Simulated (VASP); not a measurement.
Input of a VASP 6.6.1 run:

File INCAR:

```
SYSTEM = MoS2
PREC = Accurate ; ENCUT = 520
EDIFF = 1E-6 ; ISMEAR = 1
SIGMA = 0.15 ; LREAL = .FALSE.
LASPH = .TRUE. ; NELM = 80
ALGO = Normal ; ISIF = 2
LWAVE = .FALSE. ; LCHARG = .FALSE.
GGA = PE ; NBANDS = 35
```

The input KPOINTS:

```
Automatic mesh
0
G
  8 8 2
  0 0 0
```

Contents of POSCAR:

```
MoS2
1.0
    3.1899873666      0.0000000000      0.0000000000
   -1.5949936833      2.7626105959      0.0000000000
    0.0000000000      0.0000000000     12.4056182726
Mo S
2 4
Direct
    0.3333333333      0.6666666667      0.2500000000
    0.6666666667      0.3333333333      0.7500000000
    0.3333333333      0.6666666667      0.6230000000
    0.6666666667      0.3333333333      0.1230000000
    0.3333333333      0.6666666667      0.8770000000
    0.6666666667      0.3333333333      0.3770000000
```

Potentials or basis: VASP PAW PBE potentials, release 64 (Mo_sv, S).

Launch:

```console
$ cat potpaw_PBE.64/Mo_sv/POTCAR potpaw_PBE.64/S/POTCAR > POTCAR
$ mpirun -np 1 vasp_std > vasp.out
```

Estimate the pressure.

-1.0 GPa.

Estimate the largest force.

0.381 eV/Å.

Forces in eV/Å, atoms in the order of the input:
```
Mo   0.000  0.000  0.000
Mo   0.000  0.000  0.000
S    0.000  0.000  0.381
S    0.000  0.000  0.381
S    0.000  0.000 -0.381
S    0.000  0.000 -0.381
```

Caveat: this functional lacks dispersion, which binds the layers, so the pressure and a relaxed spacing across them are unreliable.

**Experimental background.**

“Multiwavelength excitation Raman Scattering Analysis of bulk and 2 dimensional MoS2: Vibrational properties of atomically thin MoS2 layers”, 2015, arxiv:1506.03228 reports, for a bulk crystal of MoS2 at 300 K: band gap 1.3 eV (indirect).

Measured gap of MoS2: 1.3 eV (indirect; 300 K; “Multiwavelength excitation Raman Scattering Analysis of bulk and 2 dimensional MoS2: Vibrational properties of atomically thin MoS2 layers”, 2015, arxiv:1506.03228). This calculation gives 1.01 eV (-0.29 eV). Spin-orbit coupling on Mo is left out. The value is that of PBE on a finite k mesh, which can miss the band edges, without temperature or zero-point motion. Semilocal functionals fall short of measured gaps as a rule.
